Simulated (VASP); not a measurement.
Au, 2 atoms in the cell. The structure is monoclinic, space group C2/m (No. 12). Conventional cell: a = 5.023 Å, b = 2.900 Å, c = 4.880 Å, α = 90.00°, β = 90.00°, γ = 90.00°. Au (site symmetry m) has 12 Au at 2.68 to 3.19 Å within 3.5 Å.  This cell differs from its parent crystal: atom 1 (Au) moved by (+0.200, -0.200) A along y and z.

* Program: VASP 6.6.1
* Task: single point
* Functional: PBEsol
* Potentials or basis: VASP PAW PBE potentials, release 64 (Au)
* Cutoff: 520 eV
* k mesh: 18 × 18 × 10
* Occupations: gaussian, width 0.15 eV
* Spin: no spin polarisation
* Dipole correction: no
* Further INCAR settings: ALGO = Fast; EDIFF = 1e-07; NBANDS = 18

Potentials or basis: VASP PAW PBE potentials, release 64 (Au).

The run is started by

```sh
$ cat potpaw_PBE.64/Au/POTCAR > POTCAR
$ mpirun -np 1 vasp_std > vasp.out
```

Hardware: 1 thread of Intel(R) Xeon(R) Platinum 8259CL CPU @ 2.50GHz (Skylake/Cascade Lake) (shared host).

Q: How long does it take, and how much memory?

A: Wall time 7.9 min on 1 thread of Intel(R) Xeon(R) Platinum 8259CL CPU @ 2.50GHz (Skylake/Cascade Lake), on a shared host, peak memory 0.53 GiB. Counts: scf iterations 16, k points 866.
